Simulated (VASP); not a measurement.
## BaTiO3: single point with PBE

The system is BaTiO3.

```
CELL_PARAMETERS angstrom
3.98410 0.05976 0.05976
0.08524 2.87974 2.88836
0.00013 -2.79436 2.80324
ATOMIC_POSITIONS crystal
Ba 0.00000 0.00000 0.00000
Ti 0.50000 0.50790 0.50790
O 0.00000 0.49210 0.49210
O 0.50000 0.50251 0.99371
O 0.50000 0.99371 0.50251
```

This cell differs from its parent crystal: equal xy, yz and zx shear strains of +3 %.

* Program: VASP 6.6.1
* Task: single point
* Functional: PBE
* Potentials or basis: VASP PAW PBE potentials, release 64 (Ba_sv, Ti_sv, O)
* Cutoff: 520 eV
* k mesh: 8 × 8 × 8
* Occupations: fermi-dirac, width 0.05 eV
* Spin: no spin polarisation

| Item | Value |
| --- | --- |
| Pressure | 4.1 GPa |
| Largest force | 0.240 eV/Å |
| Band gap on the k mesh | 1.69 eV, indirect (least direct gap 1.84 eV) |

Forces on the atoms (eV/Å):
```
Ba  -0.023  0.003  0.089
Ti   0.046  0.111  0.172
O    0.005  0.007  0.096
O   -0.007 -0.067 -0.124
O   -0.020 -0.054 -0.233
```

Stress tensor (GPa, compression positive):
```
 4.67 -3.67 -3.67
-3.67  4.12 -2.83
-3.67 -2.83  3.41
```

Levels at points of the mesh, in eV from the valence-band top:
```tsv
k point	band 17	band 18	band 19	band 20	band 21	band 22	band 23	band 24
(0.00, 0.00, 0.00)	-1.09	-0.39	-0.23	-0.14	1.69	1.76	1.88	3.80
(0.50, 0.00, 0.00)	-1.88	-1.84	-0.84	-0.79	1.92	3.46	3.50	3.86
(0.00, 0.50, 0.00)	-1.70	-1.65	-0.79	-0.77	1.95	3.31	3.32	4.00
(0.50, 0.50, 0.00)	-1.78	-1.11	-0.98	-0.16	3.31	3.51	3.79	4.82
(0.00, 0.00, 0.50)	-1.97	-1.83	-0.99	-0.61	1.93	3.53	3.60	3.83
(0.50, 0.00, 0.50)	-1.76	-0.79	-0.79	-0.09	3.47	3.56	3.96	4.53
(0.00, 0.50, 0.50)	-1.74	-0.97	-0.95	-0.19	3.31	3.58	3.86	4.77
(0.50, 0.50, 0.50)	-2.33	-0.10	-0.05	0.00	4.04	4.09	4.21	6.49
```

It took 3.9 min on 1 thread of Intel(R) Xeon(R) 6975P-C (Granite Rapids), with other jobs on the host, peak memory 0.52 GiB.

Caveat: the cell differs from its parent crystal (equal xy, yz and zx shear strains of +3 %); spin-orbit coupling is left out, which moves the levels of the heavy elements. A k mesh can miss the band edges.
